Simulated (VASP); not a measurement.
Set up this calculation in VASP 6.6.1, as the native input.

| Item | Value |
| --- | --- |
| Task | single point |
| Functional | PBE |
| Potentials or basis | VASP PAW PBE potentials, release 64 (Sn_d, S) |
| Cutoff | 500 eV |
| k mesh | 4 × 4 × 2 |
| Occupations | gaussian, width 0.1 eV |
| Spin | no spin polarisation |
| Dipole correction | no |
| Further INCAR settings | ALGO = Normal; EDIFF = 1e-06; NBANDS = 20 |

The structure of SnS2 lies in POSCAR:

```
SnS2
1.0
    3.6743056006      0.0000000000      0.0000000000
   -1.8371528003      3.1820419914      0.0000000000
    0.0000000000      0.0000000000      6.2288318400
Sn S
1 2
Direct
    0.0000000000      0.0000000000      0.0000000000
    0.3333333333      0.6666666667      0.2377076082
    0.6666666667      0.3333333333      0.7622923918
```

One way to write it, as run:

INCAR

```
SYSTEM = SnS2
PREC = Accurate
ENCUT = 500
EDIFF = 1E-6
ISMEAR = 0
SIGMA = 0.1
LREAL = .FALSE.
LASPH = .TRUE.
NELM = 120
ALGO = Normal
ISIF = 2
LWAVE = .FALSE.
LCHARG = .FALSE.
GGA = PE
NBANDS = 20
GGA_COMPAT = .FALSE.
```

KPOINTS

```
regular mesh
0
G
  4 4 2
  0 0 0
```

Potentials or basis: VASP PAW PBE potentials, release 64 (Sn_d, S).

The run is started by

```console
$ cat potpaw_PBE.64/Sn_d/POTCAR potpaw_PBE.64/S/POTCAR > POTCAR
$ mpirun -np 1 vasp_std > vasp.out
```

Results of the run:

```yaml
Pressure: 1.5 GPa
Band_gap_on_the_k_mesh: 1.56 eV (least direct gap 1.90 eV)
```

Caveat: the k points lie up to 0.50 Å⁻¹ apart; spin-orbit coupling is left out, which moves the levels of the heavy elements; this functional lacks dispersion, which binds layers or chains, so the pressure and a relaxed spacing across them are unreliable.

Run time: 9.8 s on 1 thread of Intel(R) Xeon(R) Platinum 8259CL CPU @ 2.50GHz (Skylake/Cascade Lake), with other jobs on the host, peak memory 0.18 GiB.
